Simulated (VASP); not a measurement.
Here is a VASP 6.6.1 calculation.

INCAR

```
  PREC = Accurate
  ENCUT = 520
  EDIFF = 1E-6
  ISMEAR = 1
  SIGMA = 0.05
  LREAL = False
  LASPH = True
  NELM = 60
  ALGO = Normal
  ISIF = 2
  LWAVE = False
  LCHARG = True
  GGA = PE
  IVDW = 12
  LELF = True
  LVHAR = True
  NBANDS = 16
```

Contents of KPOINTS:

```
Automatic mesh
0
Gamma
  12 12 4
```

Contents of POSCAR:

```
BN
1.0
    2.6815406787      0.0000000000      0.0000000000
   -1.3407703394      2.1703573356      0.0000000000
    0.0000000000      0.0000000000      6.5923998870
B N
2 2
Direct
   -0.1037260910      0.0000000000      0.5000000000
    0.4372392715      0.6666666667      0.0000000000
    0.1034051985      0.0000000000      0.0000000000
    0.5631226698      0.3333333333      0.5000000000
```

Potentials or basis: VASP PAW PBE potentials, release 64 (B, N).

Command:

```console
$ cat potpaw_PBE.64/B/POTCAR potpaw_PBE.64/N/POTCAR > POTCAR
$ mpirun -np 1 vasp_std > vasp.out
```

(1) What does it give for the pressure?

(2) Estimate the largest force.

(3) What does it give for the band gap on the k mesh?

(4) Estimate the dispersion energy per atom.

## Answers

(1) -20.0 GPa.

(2) 0.495 eV/Å.

(3) 3.34 eV (least direct gap 3.78 eV).

(4) -0.133 eV.

Caveat: the cell differs from its parent crystal (atoms displaced along a vibrational mode, the cell strained); the cell stands under tension.
